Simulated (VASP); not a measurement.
A run of VASP 6.6.1 is set up as follows.

The input POSCAR:

```
KI
1.0
    0.0000000000      3.5442842164      3.5442842164
    3.5442842164      0.0000000000      3.5442842164
    3.5442842164      3.5442842164      0.0000000000
K I
1 1
Direct
    0.0000000000      0.0000000000      0.0000000000
    0.5000000000      0.5000000000      0.5000000000
```

File INCAR.step1:

```
  PREC = Accurate
  ENCUT = 520
  ISMEAR = 0
  SIGMA = 0.01
  LREAL = False
  LASPH = True
  NELM = 100
  NBANDS = 15
  GGA = PE
  ALGO = Normal
  EDIFF = 1E-4
  LWAVE = True
  LCHARG = False
```

The input INCAR.step2:

```
  PREC = Accurate
  ENCUT = 520
  EDIFF = 1E-6
  ISMEAR = 0
  SIGMA = 0.01
  LREAL = False
  LASPH = True
  NELM = 100
  ALGO = Normal
  ISIF = 2
  LWAVE = False
  LCHARG = True
  METAGGA = R2SCAN
  LMIXTAU = True
  LELF = True
  LVHAR = True
  NBANDS = 15
  ISTART = 1
```

File KPOINTS:

```
regular mesh
0
Gamma
  6 6 6
```

Potentials or basis: VASP PAW PBE potentials, release 64 (K_sv, I).

Command:

```bash
$ cat potpaw_PBE.64/K_sv/POTCAR potpaw_PBE.64/I/POTCAR > POTCAR
$ cp INCAR.step1 INCAR
$ mpirun -np 1 vasp_std > vasp.out
$ cp INCAR.step2 INCAR
$ mpirun -np 1 vasp_std > vasp.out
```

(1) Estimate the band gap on the k mesh.

(2) Predict the pressure.

Answers

(1) 4.58 eV, direct.

(2) 0.0 GPa.

Caveat: the PAW data sets were made with another functional, which shifts forces and pressure a little; spin-orbit coupling is left out, which moves the levels of the heavy elements.
